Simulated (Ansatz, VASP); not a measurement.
# Sr: VASP beside Ansatz

```
CELL_PARAMETERS angstrom
-1.86703 2.45813 2.45813
2.45813 -1.86703 2.45813
2.45813 2.45813 -1.86703
ATOMIC_POSITIONS crystal
Sr 0.00000 0.00000 0.00000
```

Alike in both runs: task single point; functional PBEsol; k mesh 16 × 16 × 16; occupations gaussian, width 0.15 eV; no spin polarisation.

|  | VASP | Ansatz |
| --- | --- | --- |
| version | VASP 6.6.1 | Ansatz 0.2.0 |
| potentials or method | VASP PAW PBE potentials, release 64 (Sr_sv), cutoff 520 eV | scalar-relativistic, plane waves, PAW |
| valence electrons in the cell | 10 | 10 |

|  | VASP | Ansatz | Ansatz less VASP |
| --- | --- | --- | --- |
| gap on the k mesh at the Fermi level (eV) | none | none | - |
| pressure (GPa) | -0.6 | -0.6 | -0.01 |
| traceless stress, the component that is largest in VASP (GPa) | -1.16 | -1.16 | +0.001 |

VASP's potentials were made for PBE, not for PBEsol. A gap of «none» marks a metal or a gap that the smearing closes. With one functional, cell and mesh, what is left measures potentials, basis and numerics.
